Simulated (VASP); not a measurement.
A run of VASP 6.6.1:

INCAR

```
PREC = Accurate
ENCUT = 600
EDIFF = 1E-6
ISMEAR = 0
SIGMA = 0.1
LREAL = False
LASPH = True
NELM = 60
ALGO = Normal
ISIF = 3
LWAVE = False
LCHARG = False
GGA = PE
IBRION = 2
NSW = 80
EDIFFG = -0.001
```

KPOINTS

```
regular mesh
0
Gamma
  12 12 4
```

The input POSCAR:

```
Ti2BiO3
1.0
    3.1144225854      0.0000000000      0.0000000000
   -1.5572112927      2.6971690771      0.0000000000
    0.0000000000      0.0000000000     12.1412346021
Ti Bi O
2 1 3
Direct
    0.6666666667      0.3333333333      0.1038848308
    0.3333333333      0.6666666667      0.8961151692
    0.0000000000      0.0000000000      0.5000000000
    0.0000000000      0.0000000000      0.0000000000
    0.6666666667      0.3333333333      0.8268068080
    0.3333333333      0.6666666667      0.1731931920
```

Potentials or basis: VASP PAW PBE potentials, release 64 (Ti_sv, Bi_d, O).

Run with:

```bash
$ cat potpaw_PBE.64/Ti_sv/POTCAR potpaw_PBE.64/Bi_d/POTCAR potpaw_PBE.64/O/POTCAR > POTCAR
$ mpirun -np 1 vasp_std > vasp.out
```

Hardware: 1 thread of AMD EPYC 9R45 96-Core Processor (Zen 5) (shared host).

Problem. How long does it take, and how much memory?

Solution. It took 52 min on 1 thread of AMD EPYC 9R45 96-Core Processor (Zen 5), with other jobs on the host, peak memory 0.43 GiB. Counts: scf iterations 214, k points 69, ion steps 34.
